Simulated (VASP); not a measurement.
# Zn (Im-3m) in VASP: notebook

Zn is run at these levels: PBEsol-based global hybrid with 25 % exact exchange, B3LYP, PBE0; tasks: relaxation of cell and atoms, single point.

Everything below comes from runs of VASP 6.6.1. Logs are shortened: lines on timing, memory, paths and dates and some standing lists are left out, and cuts for length are marked.

### 1 The cell of the first run

Symmetry: Im-3m, No. 229, cubic system. The conventional cell has a = 3.138 Å, b = 3.138 Å, c = 3.138 Å, α = 90.00°, β = 90.00°, γ = 90.00°. Zn (site symmetry m-3m) has 14 Zn at 2.72 to 3.14 Å within 3.6 Å.

This isn't the form of Zn at room conditions, which is hcp.

### 2 Relaxation of cell and atoms, PBEsol-based global hybrid with 25 % exact exchange

POSCAR reads:

```
Zn
1.0
   -1.5690370000      1.5690370000      1.5690370000
    1.5690370000     -1.5690370000      1.5690370000
    1.5690370000      1.5690370000     -1.5690370000
Zn
1
Direct
    0.0000000000      0.0000000000      0.0000000000
```

INCAR.step1 reads:

```
PREC = Accurate
ENCUT = 600
EDIFF = 1E-5
ISMEAR = -1
SIGMA = 0.05
LREAL = F
LASPH = T
NELM = 100
ALGO = Normal
LWAVE = T
LCHARG = F
GGA = PE
NBANDS = 12
```

INCAR.step2 reads:

```
PREC = Accurate
ENCUT = 600
EDIFF = 1E-7
ISMEAR = -1
SIGMA = 0.05
LREAL = F
LASPH = T
NELM = 100
ALGO = Normal
ISIF = 3
LWAVE = F
LCHARG = F
GGA = PS
LHFCALC = T
AEXX = 0.25
PRECFOCK = Normal
IBRION = 2
NSW = 60
EDIFFG = -0.01
ISTART = 1
```

KPOINTS reads:

```
Automatic mesh
0
Gamma
  6 6 6
```

Potentials or basis: VASP PAW PBE potentials, release 64 (Zn).

Command:

```
cat potpaw_PBE.64/Zn/POTCAR > POTCAR
cp INCAR.step1 INCAR
mpirun -np 1 vasp_std > vasp.out
cp INCAR.step2 INCAR
mpirun -np 1 vasp_std > vasp.out
```

OUTCAR:

```text
PREC = Accurate
   ENCUT = 600
   EDIFF = 1E-7
   ISMEAR = -1
   LREAL = F
   LASPH = T
   NELM = 100
   ISIF = 3
   GGA = PS
   LHFCALC = T
   AEXX = 0.25
   PRECFOCK = Normal
   IBRION = 2
   NSW = 60
   EDIFFG = -0.01
   ISTART = 1

 ion  position               nearest neighbor table
   1  0.000  0.000  0.000-

  LATTYP: Found a body centered cubic cell.
 ALAT       =     3.1380740000

  Lattice vectors:

 A1 = (  -1.5690370000,   1.5690370000,   1.5690370000)
 A2 = (   1.5690370000,  -1.5690370000,   1.5690370000)
 A3 = (   1.5690370000,   1.5690370000,  -1.5690370000)

Analysis of symmetry for initial positions (statically):
=====================================================================
 Subroutine PRICEL returns:
 Original cell was already a primitive cell.

 Routine SETGRP: Setting up the symmetry group for a
 body centered cubic supercell.

 Subroutine GETGRP returns: Found 48 space group operations
 (whereof 48 operations were pure point group operations)
 out of a pool of 48 trial point group operations.

The static configuration has the point symmetry O_h .

Analysis of symmetry for dynamics (positions and initial velocities):
=====================================================================
 Subroutine PRICEL returns:
 Original cell was already a primitive cell.

 Routine SETGRP: Setting up the symmetry group for a
 body centered cubic supercell.

 Subroutine GETGRP returns: Found 48 space group operations
 (whereof 48 operations were pure point group operations)
 out of a pool of 48 trial point group operations.

The dynamic configuration has the point symmetry O_h .

 Subroutine INISYM returns: Found 48 space group operations
 (whereof 48 operations are pure point group operations),
 and found     1 'primitive' translations

----------------------------------------------------------------------------------------

                                     Primitive cell

  volume of cell :      15.4511

  direct lattice vectors                    reciprocal lattice vectors
    -1.569037000  1.569037000  1.569037000     0.000000000  0.318666800  0.318666800
     1.569037000 -1.569037000  1.569037000     0.318666800  0.000000000  0.318666800
     1.569037000  1.569037000 -1.569037000     0.318666800  0.318666800  0.000000000

  length of vectors
     2.717651803  2.717651803  2.717651803     0.450662911  0.450662911  0.450662911

  position of ions in fractional coordinates (direct lattice)
     0.000000000  0.000000000  0.000000000

  ion indices of the primitive-cell ions
   primitive index   ion index
                 1           1

----------------------------------------------------------------------------------------

 KPOINTS: Automatic mesh

Automatic generation of k-mesh.
 Grid dimensions read from file:
 generate k-points for:    6    6    6

 Generating k-lattice:

  Cartesian coordinates                     Fractional coordinates (reciprocal lattice)
     0.000000000  0.053111133  0.053111133     0.166666667  0.000000000  0.000000000
     0.053111133  0.000000000  0.053111133     0.000000000  0.166666667  0.000000000
     0.053111133  0.053111133  0.000000000     0.000000000  0.000000000  0.166666667

  Length of vectors
     0.075110485  0.075110485  0.075110485

  Shift w.r.t. Gamma in fractional coordinates (k-lattice)
     0.000000000  0.000000000  0.000000000

 Subroutine IBZKPT returns following result:
 ===========================================

 Found     16 irreducible k-points:

 Following reciprocal coordinates:
            Coordinates               Weight
  0.000000  0.000000  0.000000      1.000000
  0.166667  0.000000  0.000000     12.000000
  0.333333  0.000000  0.000000     12.000000
  0.500000  0.000000  0.000000      6.000000
  0.166667  0.166667  0.000000     24.000000
  0.333333  0.166667  0.000000     48.000000
[... 8 lines left out ...]
  0.500000  0.500000  0.333333     12.000000
  0.500000  0.500000  0.500000      1.000000
   k-points           NKPTS =     16   k-points in BZ     NKDIM =    216   number of bands    NBANDS=     10
   number of dos      NEDOS =    301   number of ions     NIONS =      1
   total plane-waves  NPLWV =  13824
   dimension x,y,z NGX =    24 NGY =   24 NGZ =   24
   dimension x,y,z NGXF=    48 NGYF=   48 NGZF=   48
   ions per type =               1
   NGX,Y,Z   is equivalent  to a cutoff of  14.68, 14.68, 14.68 a.u.
   NGXF,Y,Z  is equivalent  to a cutoff of  29.36, 29.36, 29.36 a.u.
 SYSTEM =  unknown system
   PREC   = accura    normal or accurate (medium, high low for compatibility)
   ISTART =      1    job   : 0-new  1-cont  2-samecut
   ICHARG =      0    charge: 1-file 2-atom 10-const
   ISPIN  =      1    spin polarized calculation?
   LNONCOLLINEAR =      F non collinear calculations
   LSORBIT =      F    spin-orbit coupling
   LASPH  =      T    aspherical Exc in radial PAW
   ENCUT  =  600.0 eV  44.10 Ry    6.64 a.u.   5.43  5.43  5.43*2*pi/ulx,y,z
   NELM   =    100;   NELMIN=  2; NELMDL=  0     # of ELM steps
   EDIFF  = 0.1E-06   stopping-criterion for ELM
   LREAL  =      F    real-space projection
   EDIFFG = -.1E-01   stopping-criterion for IOM
   NSW    =     60    number of steps for IOM
   IBRION =      2    ionic relax: 0-MD 1-quasi-New 2-CG
   NFREE  =      1    steps in history (QN), initial steepest desc. (CG)
   ISIF   =      3    stress and relaxation
   ISYM   =      3    0-nonsym 1-usesym 2-fastsym
   POTIM  = 0.5000    time-step for ionic-motion
   TEBEG  =    0.0;   TEEND  =   0.0 temperature during run
   PSTRESS=    0.0 pullay stress
   NELECT =      12.0000    total number of electrons
   NUPDOWN=      -1.0000    fix difference up-down
   EMIN   =  10.00;   EMAX   =-10.00  energy-range for DOS
   EFERMI =   0.00;   METHOD = LEGACY
   ISMEAR =    -1;   SIGMA  =   0.05  broadening in eV -4-tet -1-fermi 0-gaus
   EFERMI_NEDOS =   21; number of points for ismear=-14 and -15
   IALGO  =     38    algorithm
   IMIX   =      1    mixing-type and parameters
     AMIX     =   0.40;   BMIX     =  1.00
     AMIX_MAG =   1.60;   BMIX_MAG =  1.00
  volume/ion in A,a.u.               =      15.45       104.27
  Fermi-wavevector in a.u.,A,eV,Ry     =   1.504811  2.843681 30.809811  2.264457
  Thomas-Fermi vector in A             =   2.615742
   LORBIT       =      0    0 simple, 1 ext, 2 COOP (PROOUT), +10 PAW based schemes
   GGA     = PS    functional components
   LHFCALC =     T    Hartree Fock is set to
   PRECFOCK=normal    Normal, Fast or Accurate (Low or Medium for compatibility)
   ENCUT4O =  -1.0   cutoff for four orbital integrals eV
   NKREDX  =     1    reduce k-point grid by
   NKREDY  =     1    reduce k-point grid by
   NKREDZ  =     1    reduce k-point grid by
   AEXX    =    0.2500 exact exchange contribution
   HFSCREEN=    0.0000 screening length (either q_TF or 0.3 A-1)
   HFSCREENC=   0.0000 screening length for correlation (either q_TF or 0.3 A-1)
   ENCUTFOCK=  -1.0 apply spherical cutoff to Coloumb kernel
   IVDW    =     0    specifies the selected vdW correction
   LEPSILON=     F    determine dielectric tensor
   LRPA    =     F    only Hartree local field effects (RPA)
 conjugate gradient relaxation of ions
 non-spin polarized calculation
  energy-cutoff  :      600.00
  volume of cell :       15.45
 maximum number of plane-waves:       531
 NGX is ok and might be reduce to    24
  NGX = 18; NGY = 18; NGZ = 18

--------------------------------------- Ionic step        1  -------------------------------------------

 number of electron      11.9999995 magnetization

 Free energy of the ion-electron system (eV)
  ---------------------------------------------------
  ext. energy  EPLUGINS =         0.00000000
  ---------------------------------------------------
  free energy    TOTEN  =        -1.50585351 eV

  energy without entropy =       -1.50272744  energy(sigma->0) =       -1.50429047

------------------------ aborting loop because EDIFF is reached ----------------------------------------

  FORCE on cell =-STRESS in cart. coord.  units (eV):
  Direction    XX          YY          ZZ          XY          YZ          ZX
  --------------------------------------------------------------------------------------
  -------------------------------------------------------------------------------------
  Total       -0.3396906     -0.3396906     -0.3396906      0.0000000     -0.0000000      0.0000000
  in kB      -35.2236646    -35.2236646    -35.2236646      0.0000000     -0.0000000      0.0000000
  external PRESSURE =     -35.2236646 kB  Pullay stress =       0.0000000 kB

 VOLUME and BASIS-vectors are now :
 -----------------------------------------------------------------------------
  energy-cutoff  :      600.00
  volume of cell :       15.45
      direct lattice vectors                 reciprocal lattice vectors
    -1.569037000  1.569037000  1.569037000     0.000000000  0.318666800  0.318666800
     1.569037000 -1.569037000  1.569037000     0.318666800  0.000000000  0.318666800
     1.569037000  1.569037000 -1.569037000     0.318666800  0.318666800  0.000000000

 POSITION                                       TOTAL-FORCE (eV/Angst)
 -----------------------------------------------------------------------------------
      0.00000      0.00000      0.00000         0.000000     -0.000000      0.000000
 -----------------------------------------------------------------------------------
    total drift:                                0.000000     -0.000000     -0.000000

  FREE ENERGIE OF THE ION-ELECTRON SYSTEM (eV)
  ---------------------------------------------------
  free  energy   TOTEN  =        -1.5058535052 eV

  energy  without entropy=       -1.5027274408  energy(sigma->0) =       -1.50429047
[... 15 lines left out ...]
 VOLUME and BASIS-vectors are now :
 -----------------------------------------------------------------------------
  energy-cutoff  :      600.00
  volume of cell :       14.70
      direct lattice vectors                 reciprocal lattice vectors
    -1.543324288  1.543324288  1.543324288     0.000000000  0.323975981  0.323975981
     1.543324288 -1.543324288  1.543324288     0.323975981  0.000000000  0.323975981
     1.543324288  1.543324288 -1.543324288     0.323975981  0.323975981  0.000000000

 POSITION                                       TOTAL-FORCE (eV/Angst)
 -----------------------------------------------------------------------------------
      0.00000     -0.00000      0.00000         0.000000      0.000000      0.000000
 -----------------------------------------------------------------------------------
    total drift:                               -0.000000     -0.000000     -0.000000

  FREE ENERGIE OF THE ION-ELECTRON SYSTEM (eV)
  ---------------------------------------------------
  free  energy   TOTEN  =        -1.5138227321 eV

  energy  without entropy=       -1.5106745616  energy(sigma->0) =       -1.51224865

--------------------------------------- Ionic step        3  -------------------------------------------

 number of electron      11.9999996 magnetization

 Free energy of the ion-electron system (eV)
  ---------------------------------------------------
  ext. energy  EPLUGINS =         0.00000000
  ---------------------------------------------------
  free energy    TOTEN  =        -1.51386296 eV

  energy without entropy =       -1.51071857  energy(sigma->0) =       -1.51229076

 E-fermi :   3.8961     XC(G=0):  -9.2885

 val. band max:        2.6235760439   @ k =   0.5000   0.5000   0.1667
 cond. band min:       3.9511215706   @ k =   0.3333   0.1667   0.1667
 fundamental gap:      1.3275455266
 Fermi energy:         3.8960668877

 k-point     1 :       0.0000    0.0000    0.0000
  band No.  band energies     occupation
      1      -9.2660      2.00000
      2      -7.2790      2.00000
      3      -7.2790      2.00000
      4      -7.2790      2.00000
      5      -6.7420      2.00000
      6      -6.7420      2.00000
      7      24.8764      0.00000
      8      24.8764      0.00000
      9      24.8764      0.00000
     10      25.7332      0.00000

 k-point     2 :       0.1667    0.0000    0.0000
  band No.  band energies     occupation
      1      -8.3231      2.00000
      2      -7.3622      2.00000
      3      -7.2013      2.00000
      4      -7.0572      2.00000
      5      -6.7979      2.00000
      6      -6.7349      2.00000
      7      17.0353      0.00000
      8      21.0043      0.00000
      9      21.5600      0.00000
     10      22.9242      0.00000

 k-point     3 :       0.3333    0.0000    0.0000
  band No.  band energies     occupation
      1      -7.7895      2.00000
      2      -7.5270      2.00000
      3      -6.7946      2.00000
      4      -6.7146      2.00000
      5      -6.5835      2.00000
      6      -4.7454      2.00000
      7       8.7222      0.00000
      8      17.6293      0.00000
      9      18.6105      0.00000
     10      20.8828      0.00000
[... 180 lines left out ...]
 VOLUME and BASIS-vectors are now :
 -----------------------------------------------------------------------------
  energy-cutoff  :      600.00
  volume of cell :       14.75
      direct lattice vectors                 reciprocal lattice vectors
    -1.545105742  1.545105742  1.545105742     0.000000000  0.323602448  0.323602448
     1.545105742 -1.545105742  1.545105742     0.323602448  0.000000000  0.323602448
     1.545105742  1.545105742 -1.545105742     0.323602448  0.323602448  0.000000000

 POSITION                                       TOTAL-FORCE (eV/Angst)
 -----------------------------------------------------------------------------------
      0.00000     -0.00000      0.00000         0.000000     -0.000000      0.000000
 -----------------------------------------------------------------------------------
    total drift:                                0.000000      0.000000      0.000000

  FREE ENERGIE OF THE ION-ELECTRON SYSTEM (eV)
  ---------------------------------------------------
  free  energy   TOTEN  =        -1.5138629565 eV

  energy  without entropy=       -1.5107185657  energy(sigma->0) =       -1.51229076

 reached required accuracy - stopping structural energy minimisation
```

It took 25 min on 1 thread of Intel Xeon Platinum 8488C (Sapphire Rapids), shared host; peak memory 0.15 GiB.

What came out:

```
Free energy                           : -1.5139 eV
Relaxed volume                        : 14.75 Å³/atom
Relaxed cell                          : a = 2.676 Å, b = 2.676 Å, c = 2.676 Å, α = 109.47°, β = 109.47°, γ = 109.47°
Space group after relaxing (to 0.1 Å) : Im-3m (No. 229)
Energy gained by relaxing             : 8.0 meV/atom
Ionic steps                           : 3
Pressure after relaxing               : 0.0 GPa
Band gap on the k mesh                : zero (bands 6 and 7 overlap by 6.54 eV)
```

Step by step:
```tsv
step	energy change (eV)	largest force (eV/Å)	pressure (GPa)	volume (Å³)
1	0.0000	0.0000	-3.52	15.45
2	-0.0080	0.0000	0.30	14.70
3	-0.0080	0.0000	-0.04	14.75
```

Final structure:
```
Zn
1.0
    -1.54511    1.54511    1.54511
     1.54511   -1.54511    1.54511
     1.54511    1.54511   -1.54511
Zn
1
Direct
  0.00000 0.00000 0.00000
```

Caveat: the k points lie up to 0.48 Å⁻¹ apart in the final cell, too coarse for converged energies and pressures of a metal; the PAW data sets were made with another functional, which shifts forces and pressure a little.

### 3 Relaxation of cell and atoms, B3LYP

POSCAR is that of step 2.

INCAR.step1 reads:

```
SYSTEM = Zn
ALGO = Normal
EDIFF = 1E-5
ENCUT = 600
GGA = PE
ISMEAR = -1
LASPH = .TRUE.
LCHARG = .FALSE.
LREAL = .FALSE.
LWAVE = .TRUE.
NBANDS = 12
NELM = 80
PREC = Accurate
SIGMA = 0.05
```

INCAR.step2 reads:

```
SYSTEM = Zn
AEXX = 0.2
AGGAC = 0.81
AGGAX = 0.72
ALDAC = 0.19
ALGO = Normal
EDIFF = 1E-6
EDIFFG = -0.01
ENCUT = 600
GGA = B3
IBRION = 2
ISIF = 3
ISMEAR = -1
ISTART = 1
LASPH = .TRUE.
LCHARG = .FALSE.
LHFCALC = .TRUE.
LREAL = .FALSE.
LWAVE = .FALSE.
NELM = 80
NSW = 60
PREC = Accurate
PRECFOCK = Normal
SIGMA = 0.05
```

KPOINTS reads:

```
k-points
0
G
  6 6 6
  0 0 0
```

Potentials or basis: VASP PAW PBE potentials, release 64 (Zn).

Command:

```
cat potpaw_PBE.64/Zn/POTCAR > POTCAR
cp INCAR.step1 INCAR
mpirun -np 1 vasp_std > vasp.out
cp INCAR.step2 INCAR
mpirun -np 1 vasp_std > vasp.out
```

Wall time 22 min (1 thread of Intel Xeon Platinum 8488C (Sapphire Rapids), shared host); peak memory 0.15 GiB.

The run converged. Its results:

* Free energy: -0.5000 eV
* Relaxed volume: 16.36 Å³/atom
* Relaxed cell: a = 2.770 Å, b = 2.770 Å, c = 2.770 Å, α = 109.47°, β = 109.47°, γ = 109.47°
* Space group after relaxing (to 0.1 Å): Im-3m (No. 229)
* Energy gained by relaxing: 11.4 meV/atom
* Ionic steps: 3
* Pressure after relaxing: 0.0 GPa
* Band gap on the k mesh: zero (bands 6 and 7 overlap by 6.35 eV)

Step by step:
| step | energy change (eV) | largest force (eV/Å) | pressure (GPa) | volume (Å³) |
| --- | --- | --- | --- | --- |
| 1 | 0.0000 | 0.0000 | 3.92 | 15.45 |
| 2 | -0.0113 | 0.0000 | 0.20 | 16.31 |
| 3 | -0.0114 | 0.0000 | 0.03 | 16.36 |

Final structure:
```
CELL_PARAMETERS angstrom
-1.59912 1.59912 1.59912
1.59912 -1.59912 1.59912
1.59912 1.59912 -1.59912
ATOMIC_POSITIONS crystal
Zn 0.00000 0.00000 0.00000
```

Levels at points of the mesh, in eV from the Fermi level:
```tsv
k point	band 4	band 5	band 6	band 7	band 8	band 9
(0.00, 0.00, 0.00)	-10.18	-9.74	-9.74	18.92	18.92	18.92
(0.50, 0.00, 0.00)	-9.71	-9.41	-3.10	-1.78	11.54	13.13
(0.50, 0.50, 0.50)	-9.48	-9.48	4.57	4.57	4.57	7.40
```

Caveat: the k points lie up to 0.46 Å⁻¹ apart in the final cell, too coarse for converged energies and pressures of a metal; the PAW data sets were made with another functional, which shifts forces and pressure a little.

(Part 1 of 2 ends here.)

The gap in the log of VASP goes by the Fermi energy; the results here count the filled bands.